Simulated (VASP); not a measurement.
The system is KNaF2.

```
CELL_PARAMETERS angstrom
1.73914 1.00409 5.81551
-1.73914 1.00409 5.81551
0.00000 -2.00819 5.81551
ATOMIC_POSITIONS crystal
Na 0.00000 0.00000 0.00000
K 0.50000 0.50000 0.50000
F 0.26110 0.26110 0.26110
F 0.73890 0.73890 0.73890
```

Base run:

- Program: VASP 6.6.1
- Functional: PBE
- Potentials or basis: VASP PAW PBE potentials, release 64 (Na_pv, K_sv, F)
- Cutoff: 520 eV
- k mesh: 6 × 6 × 6
- Occupations: gaussian, width 0.01 eV
- Spin: no spin polarisation

Its results: band gap on the k mesh 6.24 eV, direct; pressure 2.6 GPa; largest force 0.025 eV/Å.

**Question.** The run is repeated on the same cell with these changes: functional from PBE to r2SCAN. What comes out?

**Answer.** Band gap on the k mesh 6.99 eV, direct; pressure -0.2 GPa; largest force 0.034 eV/Å.

r2SCAN gives the wider gap, since meta-GGAs in the generalised Kohn-Sham scheme recover part of the derivative discontinuity.

Caveats: the PAW data sets were made with another functional, which shifts forces and pressure a little (some runs).

A k mesh can miss the band edges.
